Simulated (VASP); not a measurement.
# SnO (P4/nmm) in VASP: relaxation of cell and atoms with PBE+D3(BJ)

Aim: the relaxation of cell and atoms of SnO with PBE+D3(BJ).

All numbers are computed with VASP 6.6.1; they aren't measurements. Logs are shortened: lines on timing, memory, paths and dates and some standing lists are left out, and cuts for length are marked.

### 1 The cell of the first run

It takes space group P4/nmm (No. 129, tetragonal). The conventional cell has a = 3.799 Å, b = 3.799 Å, c = 4.841 Å, α = 90.00°, β = 90.00°, γ = 90.00°. Sn (site symmetry 4mm) has 4 O at 2.22 Å within 2.9 Å. O (site symmetry -4m2) has 4 Sn at 2.22 Å and 4 O at 2.69 Å within 2.9 Å.

### 2 Relaxation of cell and atoms, PBE+D3(BJ)

INCAR

```
PREC     = Accurate       # precision mode
ENCUT    = 600            # plane-wave cutoff, eV
EDIFF    = 1E-6           # SCF threshold, eV
ISMEAR   = 0              # smearing method
SIGMA    = 0.02           # smearing width, eV
LREAL    = False          # projectors in reciprocal space
LASPH    = True           # aspherical terms in the spheres
NELM     = 100            # most SCF steps
ALGO     = Normal         # electronic algorithm
ISIF     = 3              # what is computed and relaxed
LWAVE    = False          # write WAVECAR
LCHARG   = False          # write CHGCAR
GGA      = PE             # functional
IVDW     = 12             # dispersion correction
IBRION   = 2              # ionic algorithm
NSW      = 80             # ionic steps
EDIFFG   = -0.003         # ionic threshold
```

KPOINTS

```
Automatic mesh
0
Gamma
  10 10 8
```

POSCAR

```
SnO
1.0
    3.7986000000      0.0000000000      0.0000000000
    0.0000000000      3.7986000000      0.0000000000
    0.0000000000      0.0000000000      4.8408000000
Sn O
2 2
Direct
    0.5000000000      0.0000000000      0.2369000000
    0.0000000000      0.5000000000      0.7631000000
    0.0000000000      0.0000000000      0.0000000000
    0.5000000000      0.5000000000      0.0000000000
```

Potentials or basis: VASP PAW PBE potentials, release 64 (Sn_d, O).

Started as:

```
> cat potpaw_PBE.64/Sn_d/POTCAR potpaw_PBE.64/O/POTCAR > POTCAR
> mpirun -np 1 vasp_std > vasp.out
```

OUTCAR:

```text
PREC = Accurate
   ENCUT = 600
   EDIFF = 1E-6
   ISMEAR = 0
   LREAL = False
   LASPH = True
   NELM = 100
   ISIF = 3
   GGA = PE
   IVDW = 12
   IBRION = 2
   NSW = 80
   EDIFFG = -0.003
 IVDW          = 12

 ion  position               nearest neighbor table
   1  0.500  0.000  0.237-   3 2.22   4 2.22   4 2.22   3 2.22   2 3.53   2 3.53   2 3.53   2 3.53
                             2 3.70   2 3.70   2 3.70   2 3.70
   2  0.000  0.500  0.763-   3 2.22   4 2.22   3 2.22   4 2.22   1 3.53   1 3.53   1 3.53   1 3.53
                             1 3.70   1 3.70   1 3.70   1 3.70
   3  0.000  0.000  0.000-   1 2.22   2 2.22   2 2.22   1 2.22
   4  0.500  0.500  0.000-   1 2.22   2 2.22   1 2.22   2 2.22

  LATTYP: Found a simple tetragonal cell.
 ALAT       =     3.7986000000
 C/A-ratio  =     1.2743642395

  Lattice vectors:

 A1 = (   3.7986000000,   0.0000000000,   0.0000000000)
 A2 = (   0.0000000000,   3.7986000000,   0.0000000000)
 A3 = (   0.0000000000,   0.0000000000,   4.8408000000)

Analysis of symmetry for initial positions (statically):
=====================================================================
 Subroutine PRICEL returns:
 Original cell was already a primitive cell.

 Routine SETGRP: Setting up the symmetry group for a
 simple tetragonal supercell.

 Subroutine GETGRP returns: Found 16 space group operations
 (whereof  8 operations were pure point group operations)
 out of a pool of 16 trial point group operations.

The static configuration has the point symmetry D_2d.
 The point group associated with its full space group is D_4h.

Analysis of symmetry for dynamics (positions and initial velocities):
=====================================================================
 Subroutine PRICEL returns:
 Original cell was already a primitive cell.

 Routine SETGRP: Setting up the symmetry group for a
 simple tetragonal supercell.

 Subroutine GETGRP returns: Found 16 space group operations
 (whereof  8 operations were pure point group operations)
 out of a pool of 16 trial point group operations.

The dynamic configuration has the point symmetry D_2d.
 The point group associated with its full space group is D_4h.

 Subroutine INISYM returns: Found 16 space group operations
 (whereof  8 operations are pure point group operations),
 and found     1 'primitive' translations

----------------------------------------------------------------------------------------

                                     Primitive cell

  volume of cell :      69.8497

  direct lattice vectors                    reciprocal lattice vectors
     3.798600000  0.000000000  0.000000000     0.263254883  0.000000000  0.000000000
[... 89 lines left out ...]
   NELM   =    100;   NELMIN=  2; NELMDL= -5     # of ELM steps
   EDIFF  = 0.1E-05   stopping-criterion for ELM
   LREAL  =      F    real-space projection
   EDIFFG = -.3E-02   stopping-criterion for IOM
   NSW    =     80    number of steps for IOM
   IBRION =      2    ionic relax: 0-MD 1-quasi-New 2-CG
   NFREE  =      1    steps in history (QN), initial steepest desc. (CG)
   ISIF   =      3    stress and relaxation
   ISYM   =      2    0-nonsym 1-usesym 2-fastsym
   POTIM  = 0.5000    time-step for ionic-motion
   TEBEG  =    0.0;   TEEND  =   0.0 temperature during run
   PSTRESS=    0.0 pullay stress
   NELECT =      40.0000    total number of electrons
   NUPDOWN=      -1.0000    fix difference up-down
   EMIN   =  10.00;   EMAX   =-10.00  energy-range for DOS
   EFERMI =   0.00;   METHOD = LEGACY
   ISMEAR =     0;   SIGMA  =   0.02  broadening in eV -4-tet -1-fermi 0-gaus
   EFERMI_NEDOS =   21; number of points for ismear=-14 and -15
   IALGO  =     38    algorithm
   IMIX   =      4    mixing-type and parameters
     AMIX     =   0.40;   BMIX     =  1.00
     AMIX_MAG =   1.60;   BMIX_MAG =  1.00
  volume/ion in A,a.u.               =      17.46       117.84
  Fermi-wavevector in a.u.,A,eV,Ry     =   1.359482  2.569048 25.146163  1.848191
  Thomas-Fermi vector in A             =   2.486226
   LORBIT       =      0    0 simple, 1 ext, 2 COOP (PROOUT), +10 PAW based schemes
   GGA     = PE    functional components
   LHFCALC =     F    Hartree Fock is set to
   AEXX    =    0.0000 exact exchange contribution
   IVDW    =    12    specifies the selected vdW correction
   LEPSILON=     F    determine dielectric tensor
   LRPA    =     F    only Hartree local field effects (RPA)
 conjugate gradient relaxation of ions
 non-spin polarized calculation
 Gauss-broadening in eV      SIGMA  =   0.02
  energy-cutoff  :      600.00
  volume of cell :       69.85
 maximum number of plane-waves:      2355
   NGX = 15   NGY = 15   NGZ = 19

--------------------------------------- Ionic step        1  -------------------------------------------

 number of electron      40.0000023 magnetization

 Free energy of the ion-electron system (eV)
  ---------------------------------------------------
  ext. energy  EPLUGINS =         0.00000000
  ---------------------------------------------------
  free energy    TOTEN  =       -22.66415068 eV

  energy without entropy =      -22.66414572  energy(sigma->0) =      -22.66414820

------------------------ aborting loop because EDIFF is reached ----------------------------------------

 Edisp (eV)   -0.94143

 E8    (eV) :    -0.4083
[... 111 lines left out ...]
  FREE ENERGIE OF THE ION-ELECTRON SYSTEM (eV)
  ---------------------------------------------------
  free  energy   TOTEN  =       -23.6277826259 eV

  energy  without entropy=      -23.6277791403  energy(sigma->0) =      -23.62778088

[... ionic steps 4 to 13 ...]

--------------------------------------- Ionic step       14  -------------------------------------------

 number of electron      40.0000013 magnetization

------------------------ aborting loop because EDIFF is reached ----------------------------------------
[... 79 lines left out ...]
--------------------------------------- Ionic step       16  -------------------------------------------

 number of electron      40.0000014 magnetization

 Free energy of the ion-electron system (eV)
  ---------------------------------------------------
  ext. energy  EPLUGINS =         0.00000000
  ---------------------------------------------------
  free energy    TOTEN  =       -22.68920027 eV

  energy without entropy =      -22.68911223  energy(sigma->0) =      -22.68915625

 E-fermi :   7.1488     XC(G=0): -10.3078

 val. band max:        7.1425269451   @ k =   0.1000   0.0000   0.0000
 cond. band min:       7.3528373211   @ k =   0.5000   0.5000   0.1250
 fundamental gap:      0.2103103760
 Fermi energy:         7.1488362764

 k-point     1 :       0.0000    0.0000    0.0000
  band No.  band energies     occupation
      1     -14.7817      2.00000
      2     -14.3950      2.00000
      3     -14.3950      2.00000
      4     -14.3846      2.00000
      5     -14.3560      2.00000
      6     -14.3475      2.00000
[... 637 lines left out ...]
     23      11.4838      0.00000
     24      12.5500      0.00000

 [... further k-points ...]

------------------------ aborting loop because EDIFF is reached ----------------------------------------

 Edisp (eV)   -0.94411

 E8    (eV) :    -0.4097
[... 27 lines left out ...]
  FREE ENERGIE OF THE ION-ELECTRON SYSTEM (eV)
  ---------------------------------------------------
  free  energy   TOTEN  =       -23.6333064691 eV

  energy  without entropy=      -23.6332184348  energy(sigma->0) =      -23.63326245

 reached required accuracy - stopping structural energy minimisation
```

OSZICAR:

```text
N       E                     dE             d eps       ncg     rms          rms(c)
DAV:   1     0.423621903833E+03    0.42362E+03   -0.22513E+04  5072   0.278E+03
DAV:   2     0.341075305495E+02   -0.38951E+03   -0.38318E+03  5480   0.621E+02
DAV:   3    -0.239640531372E+02   -0.58072E+02   -0.57085E+02  6024   0.201E+02
DAV:   4    -0.262831982408E+02   -0.23191E+01   -0.23168E+01  5664   0.446E+01
[... 134 lines left out ...]
       N       E                     dE             d eps       ncg     rms          rms(c)
DAV:   1    -0.226892141732E+02   -0.17946E-04   -0.12708E-03  5712   0.281E-01    0.265E-02
DAV:   2    -0.226892059349E+02    0.82383E-05   -0.53673E-05  7744   0.991E-02    0.161E-02
DAV:   3    -0.226892003662E+02    0.55687E-05   -0.64731E-06  5960   0.386E-02    0.370E-03
DAV:   4    -0.226892002687E+02    0.97511E-07   -0.19562E-06  3384   0.128E-02
  16 F= -.23633306E+02 E0= -.23633262E+02  d E =-.747469E-05
```

Run time: 13 min. Hardware: 1 thread of Intel Xeon 6975P-C (Granite Rapids), shared host; peak memory 0.33 GiB.

What came out:

```
Free energy                            : -23.6333 eV
Relaxed volume                         : 17.43 Å³/atom
Relaxed cell                           : a = 3.837 Å, b = 3.837 Å, c = 4.737 Å, α = 90.00°, β = 90.00°, γ = 90.00°
Space group after relaxing (to 0.05 Å) : P4/nmm (No. 129)
Energy gained by relaxing              : 6.9 meV/atom
Ionic steps                            : 16
Pressure after relaxing                : 0.0 GPa
Band gap on the k mesh                 : zero (band 20 reaches 7.14 eV, above the bottom of band 21 at 7.10 eV)
Dispersion energy per atom             : -0.236 eV
```

Step by step:
| step | energy change (eV) | largest force (eV/Å) | pressure (GPa) | volume (Å³) |
| --- | --- | --- | --- | --- |
| 1 | 0.0000 | 0.5970 | 2.85 | 69.85 |
| 2 | 0.0007 | 0.5052 | -2.93 | 73.04 |
| 3 | -0.0222 | 0.0317 | -0.20 | 71.39 |
| 4 | -0.0222 | 0.0431 | -0.09 | 71.36 |
| 5 | -0.0234 | 0.0538 | -0.12 | 71.25 |
| 6 | -0.0255 | 0.0865 | -0.12 | 70.89 |
| 7 | -0.0237 | 0.1483 | -0.08 | 70.16 |
| 8 | -0.0258 | 0.1080 | -0.13 | 70.69 |
| 9 | -0.0268 | 0.0504 | -0.18 | 70.46 |
| 10 | -0.0274 | 0.0280 | -0.34 | 70.09 |
| 11 | -0.0276 | 0.0290 | 0.24 | 69.51 |
| 12 | -0.0277 | 0.0080 | 0.03 | 69.73 |
| 13 | -0.0277 | 0.0061 | 0.00 | 69.75 |
| 14 | -0.0277 | 0.0038 | -0.01 | 69.74 |
| 15 | -0.0277 | 0.0046 | 0.00 | 69.73 |
| 16 | -0.0277 | 0.0006 | -0.01 | 69.73 |

Final structure:
```yaml
crystal:
  lattice:
    - [3.83671, 0.00000, 0.00000]
    - [0.00000, 3.83671, 0.00000]
    - [0.00000, 0.00000, 4.73720]
  atoms:
    - { symbol: Sn, position: [0.50000, 0.00000, 0.24526] }
    - { symbol: Sn, position: [0.00000, 0.50000, 0.75474] }
    - { symbol: O, position: [0.00000, 0.00000, 0.00000] }
    - { symbol: O, position: [0.50000, 0.50000, 0.00000] }
```

Levels at points of the mesh, in eV from the Fermi level:
```csv
k point,band 16,band 17,band 18,band 19,band 20,band 21,band 22,band 23,band 24
"(0.00, 0.00, 0.00)",-6.09,-3.34,-3.04,-3.04,-0.01,2.19,4.48,4.48,4.76
"(0.50, 0.00, 0.00)",-4.81,-4.68,-4.68,-2.69,-2.69,3.31,3.31,5.77,5.77
"(0.50, 0.50, 0.00)",-4.92,-2.39,-2.39,-1.87,-1.87,-0.05,-0.05,4.55,4.55
"(0.00, 0.00, 0.50)",-3.43,-3.06,-3.06,-2.97,-2.08,1.73,2.77,2.77,3.54
"(0.50, 0.00, 0.50)",-5.34,-4.63,-4.63,-1.68,-1.68,2.72,2.72,5.24,5.24
"(0.50, 0.50, 0.50)",-5.47,-2.77,-2.77,-2.39,-2.39,2.31,2.31,4.27,4.27
```

Caveat: spin-orbit coupling is left out, which moves the levels of the heavy elements; pairwise dispersion overbinds metals, which lowers pressure and volume.
